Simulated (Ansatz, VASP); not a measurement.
**Ge in VASP and in Ansatz**

```xyz
8
Lattice="-3.4842 3.4842 3.4842 3.4842 -3.4842 3.4842 3.4842 3.4842 -3.4842" Properties=species:S:1:pos:R:3 pbc="T T T"
Ge    1.0414    4.5256   -1.0414
Ge   -1.0414    1.0414    4.5256
Ge    4.5256   -1.0414    1.0414
Ge    2.4428    2.4428    2.4428
Ge   -1.0414    2.4428    1.0414
Ge    1.0414   -1.0414    2.4428
Ge    2.4428    1.0414   -1.0414
Ge    1.0414    1.0414    1.0414
```

Alike in both runs: task single point; functional r2SCAN; k mesh 4 × 4 × 4; occupations gaussian, width 0.1 eV; no spin polarisation.

|  | VASP | Ansatz |
| --- | --- | --- |
| version | VASP 6.6.1 | Ansatz 0.2.0 |
| potentials or method | VASP PAW PBE potentials, release 64 (Ge_d), cutoff 520 eV | scalar-relativistic, plane waves, PAW |
| valence electrons in the cell | 112 | 112 |

|  | VASP | Ansatz | Ansatz less VASP |
| --- | --- | --- | --- |
| gap on the k mesh at the Fermi level (eV) | none | none | - |
| pressure (GPa) | 0.0 | 0.0 | -0.01 |
| rms of the force components (eV/Å) | 0.020 | 0.013 | -0.0074 |

VASP's potentials were made for PBE, not for r2SCAN. Atom by atom the forces differ by 0.007 eV/Å (rms over components). A gap of «none» marks a metal or a gap that the smearing closes. The functional is the same, so the differences come from potentials, cutoffs and numerics.
